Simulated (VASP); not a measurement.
CoSn:

```
Co Sn
1.0
     5.24604    0.00000    0.00000
    -2.62302    4.54320    0.00000
     0.00000    0.00000    4.18759
Co Sn
3 3
Cartesian
  -1.3115 2.2716 0.0000
  1.3115 2.2716 0.0000
  2.6230 0.0000 0.0000
  2.6230 1.5144 2.0938
  0.0000 3.0288 2.0938
  0.0000 0.0000 0.0000
```

| Quantity | Value |
| --- | --- |
| Program | VASP 6.6.1 |
| Task | relaxation of cell and atoms |
| Functional | PBE |
| Potentials or basis | VASP PAW PBE potentials, release 64 (Co, Sn_d) |
| Cutoff | 600 eV |
| k mesh | 12 × 12 × 8 |
| Occupations | gaussian, width 0.1 eV |
| Spin | no spin polarisation |

At the start: pressure 3.9 GPa; volume 16.63 Å³/atom.

How do energy, volume and symmetry change on relaxing?

Over 3 steps the energy falls by 5.7 meV/atom and the volume is 17.12 Å³/atom (+2.9 %); space group P6/mmm (No. 191, to 0.05 Å).

The path:
```csv
step,energy change (eV),largest force (eV/Å),pressure (GPa),volume (Å³)
1,0.0000,0.0000,3.94,99.81
2,0.0017,0.0000,-3.54,105.83
3,-0.0343,0.0000,0.01,102.70
```

Final structure:
```xyz
6
Lattice="5.2961 0.0000 0.0000 -2.6480 4.5865 0.0000 0.0000 0.0000 4.2280" Properties=species:S:1:pos:R:3 pbc="T T T"
Co   -1.3240    2.2933    4.2280
Co    1.3240    2.2933    4.2280
Co    0.0000    4.5865    4.2280
Sn    2.6480    1.5288    2.1140
Sn    0.0000    3.0577    2.1140
Sn   -2.6480    4.5865    4.2280
```
